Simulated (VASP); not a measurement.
# Al in VASP: single point with PBE

Aim: the single point of Al with PBE.

All numbers are computed with VASP 6.6.1; they aren't measurements. Logs are shortened: lines on timing, memory, paths and dates and some standing lists are left out, and cuts for length are marked.

## (1) The cell of the first run

The cell holds a slab with vacuum, 27 atoms: a = 17.146 Å, b = 2.858 Å, c = 20.083 Å, α = 90.00°, β = 90.00°, γ = 90.00°.

## (2) Single point, PBE

File INCAR:

```
ALGO = Normal
DIPOL = 0.5 0.5 0.254
EDIFF = 1E-6
ENCUT = 520
GGA = PE
IDIPOL = 3
ISIF = 2
ISMEAR = 0
LASPH = True
LCHARG = True
LDIPOL = True
LELF = True
LREAL = Auto
LVACPOTAV = True
LVHAR = True
LWAVE = False
NBANDS = 60
NELM = 100
PREC = Accurate
SIGMA = 0.1
```

File KPOINTS:

```
k-points
0
Gamma
  2 12 1
```

File POSCAR:

```
Al
1.0
   17.1464492138      0.0000000000      0.0000000000
    0.0000000000      2.8577415356      0.0000000000
    0.0000000000      0.0000000000     20.0829136749
Al
27
Direct
    0.0000000000      0.0000000000      0.0746903574
    0.0833333333      0.5000000000      0.1753096426
    0.1666666667      1.0000000000      0.0746903574
    0.2500000000      0.5000000000      0.1753096426
    0.3333333333      1.0000000000      0.0746903574
    0.4166666667      0.5000000000      0.1753096426
    0.5000000000      1.0000000000      0.0746903574
    0.5833333333      0.5000000000      0.1753096426
    0.6666666667      1.0000000000      0.0746903574
    0.7500000000      0.5000000000      0.1753096426
    0.8333333333      0.0000000000      0.0746903574
    0.9166666667      0.5000000000      0.1753096426
    0.0000706527      0.0000000000      0.2766875268
    0.0852374770      0.5000000000      0.3741881037
    0.1666666667      1.0000000000      0.2739693141
    0.2480958563      0.5000000000      0.3741881037
    0.3332626806      1.0000000000      0.2766875268
    0.4178402308      0.5000000000      0.3817704042
    0.4990922665      1.0000000000      0.2759604217
    0.5829635975      0.5000000000      0.3772269142
    0.6666666667      1.0000000000      0.2750997166
    0.7503697358      0.5000000000      0.3772269142
    0.8342410669      0.0000000000      0.2759604217
    0.9154931025      0.5000000000      0.3817704042
    0.0052404841      0.0000000000      0.4779997778
    0.1666666667      1.0000000000      0.4794054455
    0.3280928492      1.0000000000      0.4779997778
```

Potentials or basis: VASP PAW PBE potentials, release 64 (Al).

The run is started by

```console
$ cat potpaw_PBE.64/Al/POTCAR > POTCAR
$ mpirun -np 1 vasp_std > vasp.out
```

OUTCAR:

```text
EDIFF = 1E-6
   ENCUT = 520
   GGA = PE
   ISIF = 2
   ISMEAR = 0
   LASPH = True
   LREAL = Auto
   NELM = 100
   PREC = Accurate

 ion  position               nearest neighbor table
   1  0.000  0.000  0.075-   2 2.86  12 2.86   2 2.86  12 2.86  11 2.86   3 2.86
   2  0.083  0.500  0.175-  15 2.83  15 2.83  12 2.86   1 2.86   1 2.86   3 2.86   3 2.86   4 2.86
                            13 2.87  13 2.87
   3  0.167  0.000  0.075-   5 2.86   4 2.86   4 2.86   2 2.86   2 2.86   1 2.86
   4  0.250  0.500  0.175-  15 2.83  15 2.83   3 2.86   3 2.86   5 2.86   5 2.86   2 2.86   6 2.86
                            17 2.87  17 2.87
   5  0.333  0.000  0.075-   3 2.86   4 2.86   4 2.86   6 2.86   6 2.86   7 2.86
   6  0.417  0.500  0.175-  19 2.85  19 2.85   8 2.86   7 2.86   7 2.86   5 2.86   5 2.86   4 2.86
                            17 2.87  17 2.87
   7  0.500  0.000  0.075-   6 2.86   8 2.86   6 2.86   8 2.86   5 2.86   9 2.86
   8  0.583  0.500  0.175-  21 2.85  21 2.85   6 2.86   7 2.86   7 2.86   9 2.86   9 2.86  10 2.86
                            19 2.87  19 2.87
   9  0.667  0.000  0.075-  11 2.86  10 2.86  10 2.86   8 2.86   8 2.86   7 2.86
  10  0.750  0.500  0.175-  21 2.85  21 2.85   9 2.86   9 2.86  11 2.86  11 2.86   8 2.86  12 2.86
                            23 2.87  23 2.87
  11  0.833  0.000  0.075-   9 2.86  10 2.86  10 2.86  12 2.86  12 2.86   1 2.86
  12  0.917  0.500  0.175-  23 2.85  23 2.85   2 2.86   1 2.86   1 2.86  11 2.86  11 2.86  10 2.86
                            13 2.87  13 2.87
  13  0.000  0.000  0.277-  14 2.83  14 2.83  23 2.84  15 2.86   2 2.87   2 2.87  12 2.87  12 2.87
                            24 2.93  24 2.93
  14  0.085  0.500  0.374-  16 2.79  13 2.83  13 2.83  15 2.84  15 2.84  25 2.88  25 2.88  26 2.91
                            26 2.91  24 2.91
[... 8 lines left out ...]
  19  0.499  0.000  0.276-  17 2.84   6 2.85   6 2.85   8 2.87   8 2.87  20 2.87  20 2.87  21 2.87
                            18 2.92  18 2.92
  20  0.583  0.500  0.377-  18 2.83  22 2.87  19 2.87  19 2.87  21 2.88  21 2.88
  21  0.667  0.000  0.275-  10 2.85  10 2.85   8 2.85   8 2.85  23 2.87  19 2.87  22 2.88  22 2.88
                            20 2.88  20 2.88
  22  0.750  0.500  0.377-  24 2.83  20 2.87  23 2.87  23 2.87  21 2.88  21 2.88
  23  0.834  0.000  0.276-  13 2.84  12 2.85  12 2.85  10 2.87  10 2.87  22 2.87  22 2.87  21 2.87
                            24 2.92  24 2.92
  24  0.915  0.500  0.382-  22 2.83  25 2.85  25 2.85  14 2.91  23 2.92  23 2.92  13 2.93  13 2.93

  25  0.005  0.000  0.478-  26 2.77  24 2.85  24 2.85  14 2.88  14 2.88
  26  0.167  0.000  0.479-  27 2.77  25 2.77  16 2.91  16 2.91  14 2.91  14 2.91
  27  0.328  0.000  0.478-  26 2.77  18 2.85  18 2.85  16 2.88  16 2.88

  LATTYP: Found a simple orthorhombic cell.
 ALAT       =     2.8577415356
 B/A-ratio  =     6.0000000001
 C/A-ratio  =     7.0275472518

  Lattice vectors:

 A1 = (   0.0000000000,  -2.8577415356,   0.0000000000)
 A2 = (  17.1464492138,   0.0000000000,   0.0000000000)
 A3 = (   0.0000000000,   0.0000000000,  20.0829136749)

Analysis of symmetry for initial positions (statically):
=====================================================================
 Subroutine PRICEL returns:
 Original cell was already a primitive cell.

 Routine SETGRP: Setting up the symmetry group for a
 simple orthorhombic supercell.

 Subroutine GETGRP returns: Found  4 space group operations
 (whereof  2 operations were pure point group operations)
 out of a pool of  8 trial point group operations.

The static configuration has the point symmetry C_1h.
 The point group associated with its full space group is C_2v.

Analysis of symmetry for dynamics (positions and initial velocities):
=====================================================================
 Subroutine PRICEL returns:
 Original cell was already a primitive cell.

 Routine SETGRP: Setting up the symmetry group for a
 simple orthorhombic supercell.

 Subroutine GETGRP returns: Found  4 space group operations
 (whereof  2 operations were pure point group operations)
 out of a pool of  8 trial point group operations.

The dynamic configuration has the point symmetry C_1h.
 The point group associated with its full space group is C_2v.

 Subroutine INISYM returns: Found  4 space group operations
 (whereof  2 operations are pure point group operations),
 and found     1 'primitive' translations

----------------------------------------------------------------------------------------

                                     Primitive cell

  volume of cell :     984.0652

  direct lattice vectors                    reciprocal lattice vectors
    17.146449214  0.000000000  0.000000000     0.058321113  0.000000000  0.000000000
     0.000000000  2.857741536  0.000000000     0.000000000  0.349926677  0.000000000
     0.000000000  0.000000000 20.082913675     0.000000000  0.000000000  0.049793572

  length of vectors
    17.146449214  2.857741536 20.082913675     0.058321113  0.349926677  0.049793572

  position of ions in fractional coordinates (direct lattice)
     0.000000000  0.000000000  0.074690357
     0.083333333  0.500000000  0.175309643
     0.166666667  0.000000000  0.074690357
     0.250000000  0.500000000  0.175309643
     0.333333333  0.000000000  0.074690357
     0.416666667  0.500000000  0.175309643
[... 19 lines left out ...]
     0.166666667  0.000000000  0.479405445
     0.328092849  0.000000000  0.477999778

  ion indices of the primitive-cell ions
   primitive index   ion index
                 1           1
                 2           2
                 3           3
                 4           4
                 5           5
                 6           6
[... 19 lines left out ...]
                26          26
                27          27

----------------------------------------------------------------------------------------

 KPOINTS: k-points

Automatic generation of k-mesh.
 Grid dimensions read from file:
 generate k-points for:    2   12    1

 Generating k-lattice:

  Cartesian coordinates                     Fractional coordinates (reciprocal lattice)
     0.029160556  0.000000000  0.000000000     0.500000000  0.000000000  0.000000000
     0.000000000  0.029160556  0.000000000     0.000000000  0.083333333  0.000000000
     0.000000000  0.000000000  0.049793572     0.000000000  0.000000000  1.000000000

  Length of vectors
     0.029160556  0.029160556  0.049793572

  Shift w.r.t. Gamma in fractional coordinates (k-lattice)
     0.000000000  0.000000000  0.000000000

 Subroutine IBZKPT returns following result:
 ===========================================

 Found     14 irreducible k-points:

 Following reciprocal coordinates:
            Coordinates               Weight
  0.000000  0.000000  0.000000      1.000000
  0.500000  0.000000  0.000000      1.000000
  0.000000  0.083333  0.000000      2.000000
  0.500000  0.083333  0.000000      2.000000
  0.000000  0.166667  0.000000      2.000000
  0.500000  0.166667  0.000000      2.000000
  0.000000  0.250000  0.000000      2.000000
  0.500000  0.250000  0.000000      2.000000
  0.000000  0.333333  0.000000      2.000000
  0.500000  0.333333  0.000000      2.000000
  0.000000  0.416667  0.000000      2.000000
  0.500000  0.416667  0.000000      2.000000
  0.000000  0.500000  0.000000      1.000000
  0.500000  0.500000  0.000000      1.000000
   k-points           NKPTS =     14   k-points in BZ     NKDIM =     14   number of bands    NBANDS=     60
   number of dos      NEDOS =    301   number of ions     NIONS =     27
   total plane-waves  NPLWV = 460800
   dimension x,y,z NGX =   128 NGY =   24 NGZ =  150
   dimension x,y,z NGXF=   256 NGYF=   48 NGZF=  300
   ions per type =              27
   NGX,Y,Z   is equivalent  to a cutoff of  12.41, 13.96, 12.42 a.u.
   NGXF,Y,Z  is equivalent  to a cutoff of  24.82, 27.92, 24.83 a.u.
 SYSTEM =  unknown system
   PREC   = accura    normal or accurate (medium, high low for compatibility)
   ISTART =      0    job   : 0-new  1-cont  2-samecut
   ICHARG =      2    charge: 1-file 2-atom 10-const
   ISPIN  =      1    spin polarized calculation?
   LNONCOLLINEAR =      F non collinear calculations
   LSORBIT =      F    spin-orbit coupling
   LASPH  =      T    aspherical Exc in radial PAW
   ENCUT  =  520.0 eV  38.22 Ry    6.18 a.u.  31.88  5.31 37.34*2*pi/ulx,y,z
   NELM   =    100;   NELMIN=  2; NELMDL= -5     # of ELM steps
   EDIFF  = 0.1E-05   stopping-criterion for ELM
   LREAL  =      T    real-space projection
   EDIFFG = 0.1E-04   stopping-criterion for IOM
   NSW    =      0    number of steps for IOM
   IBRION =     -1    ionic relax: 0-MD 1-quasi-New 2-CG
   NFREE  =      0    steps in history (QN), initial steepest desc. (CG)
   ISIF   =      2    stress and relaxation
   ISYM   =      2    0-nonsym 1-usesym 2-fastsym
   POTIM  = 0.5000    time-step for ionic-motion
   TEBEG  =    0.0;   TEEND  =   0.0 temperature during run
   PSTRESS=    0.0 pullay stress
   NELECT =      81.0000    total number of electrons
   NUPDOWN=      -1.0000    fix difference up-down
   EMIN   =  10.00;   EMAX   =-10.00  energy-range for DOS
   EFERMI =   0.00;   METHOD = LEGACY
   ISMEAR =     0;   SIGMA  =   0.10  broadening in eV -4-tet -1-fermi 0-gaus
   EFERMI_NEDOS =   21; number of points for ismear=-14 and -15
   IALGO  =     38    algorithm
   IMIX   =      4    mixing-type and parameters
     AMIX     =   0.40;   BMIX     =  1.00
     AMIX_MAG =   1.60;   BMIX_MAG =  1.00
  volume/ion in A,a.u.               =      36.45       245.96
  Fermi-wavevector in a.u.,A,eV,Ry     =   0.712134  1.345739  6.899993  0.507135
  Thomas-Fermi vector in A             =   1.799429
   LORBIT       =      0    0 simple, 1 ext, 2 COOP (PROOUT), +10 PAW based schemes
   GGA     = PE    functional components
   LHFCALC =     F    Hartree Fock is set to
   AEXX    =    0.0000 exact exchange contribution
   IVDW    =     0    specifies the selected vdW correction
   LEPSILON=     F    determine dielectric tensor
   LRPA    =     F    only Hartree local field effects (RPA)
 non-spin polarized calculation
 Gauss-broadening in eV      SIGMA  =   0.10
  energy-cutoff  :      520.00
  volume of cell :      984.07
 maximum number of plane-waves:     26587
 NGX is ok and might be reduce to   128
   NGX = 63   NGY = 11   NGZ = 75

 dipolmoment           0.000000      0.000000      0.176381 electrons x Angstroem

 number of electron      81.0000000 magnetization

 dipolmoment           0.000000      0.000000     -0.012370 electrons x Angstroem

 Free energy of the ion-electron system (eV)
  ---------------------------------------------------
  ext. energy  EPLUGINS =         0.00000000
  ---------------------------------------------------
  free energy    TOTEN  =       -95.17575091 eV

  energy without entropy =      -95.11374184  energy(sigma->0) =      -95.14474637

 E-fermi :   1.3245     XC(G=0):  -5.6294

 val. band max:        1.3131020905   @ k =   0.5000   0.5000   0.0000
 cond. band min:       1.3602714921   @ k =   0.0000   0.4167   0.0000
 fundamental gap:      0.0471694016
 Fermi energy:         1.3245069437

 k-point     1 :       0.0000    0.0000    0.0000
  band No.  band energies     occupation
      1      -9.3456      2.00000
      2      -8.8718      2.00000
      3      -8.7973      2.00000
      4      -8.2980      2.00000
      5      -7.7183      2.00000
      6      -7.6289      2.00000
[... 759 lines left out ...]
     51       2.2775      0.00000
     52       2.3195      0.00000
 [bands above 52 left out]

------------------------ aborting loop because EDIFF is reached ----------------------------------------

  FORCE on cell =-STRESS in cart. coord.  units (eV):
  Direction    XX          YY          ZZ          XY          YZ          ZX
  --------------------------------------------------------------------------------------
  -------------------------------------------------------------------------------------
  Total       -9.3019459    -10.8440594      1.2720788      0.0000000      0.0000000      0.0000000
  in kB      -15.1446948    -17.6554424      2.0710985      0.0000000      0.0000000      0.0000000
  external PRESSURE =     -10.2430129 kB  Pullay stress =       0.0000000 kB

 VOLUME and BASIS-vectors are now :
 -----------------------------------------------------------------------------
  energy-cutoff  :      520.00
  volume of cell :      984.07
      direct lattice vectors                 reciprocal lattice vectors
    17.146449214  0.000000000  0.000000000     0.058321113  0.000000000  0.000000000
     0.000000000  2.857741536  0.000000000     0.000000000  0.349926677  0.000000000
     0.000000000  0.000000000 20.082913675     0.000000000  0.000000000  0.049793572

 POSITION                                       TOTAL-FORCE (eV/Angst)
 -----------------------------------------------------------------------------------
      0.00000      0.00000      1.50000        -0.003900      0.000000     -0.148962
      1.42887      1.42887      3.52073        -0.003113      0.000000      0.114775
      2.85774      0.00000      1.50000        -0.000000      0.000000     -0.068717
      4.28661      1.42887      3.52073         0.003113      0.000000      0.114775
      5.71548      0.00000      1.50000         0.003900      0.000000     -0.148962
      7.14435      1.42887      3.52073         0.029403      0.000000      0.132981
[... 19 lines left out ...]
      2.85774      0.00000      9.62786        -0.000000      0.000000     -0.005727
      5.62563      0.00000      9.59963        -0.001759      0.000000     -0.004555
 -----------------------------------------------------------------------------------
    total drift:                                0.000010     -0.000000     -0.006253

  FREE ENERGIE OF THE ION-ELECTRON SYSTEM (eV)
  ---------------------------------------------------
  free  energy   TOTEN  =       -95.1757509067 eV

  energy  without entropy=      -95.1137418361  energy(sigma->0) =      -95.14474637

 vacuum level on the upper side and lower side of the slab         5.602         5.649
```

Run time: 40 min. Hardware: 1 thread of Intel Xeon 6975P-C, shared host; peak memory 1.1 GiB.

Results:

* Free energy: -95.1758 eV
* Largest force: 0.149 eV/Å

Forces on the atoms (eV/Å):
```
Al  -0.004  0.000 -0.149
Al  -0.003  0.000  0.115
Al   0.000  0.000 -0.069
Al   0.003  0.000  0.115
Al   0.004  0.000 -0.149
Al   0.029  0.000  0.133
Al   0.011  0.000 -0.106
Al   0.010  0.000  0.093
Al   0.000  0.000 -0.102
Al  -0.010  0.000  0.093
Al  -0.011  0.000 -0.106
Al  -0.029  0.000  0.133
Al  -0.007  0.000  0.003
Al  -0.007  0.000 -0.001
Al   0.000  0.000 -0.001
Al   0.007  0.000 -0.001
Al   0.007  0.000  0.003
Al   0.004  0.000  0.004
Al   0.000  0.000  0.003
Al  -0.002  0.000 -0.003
Al   0.000  0.000  0.003
Al   0.002  0.000 -0.003
Al   0.000  0.000  0.003
Al  -0.004  0.000  0.004
Al   0.002  0.000 -0.005
Al   0.000  0.000 -0.006
Al  -0.002  0.000 -0.005
```
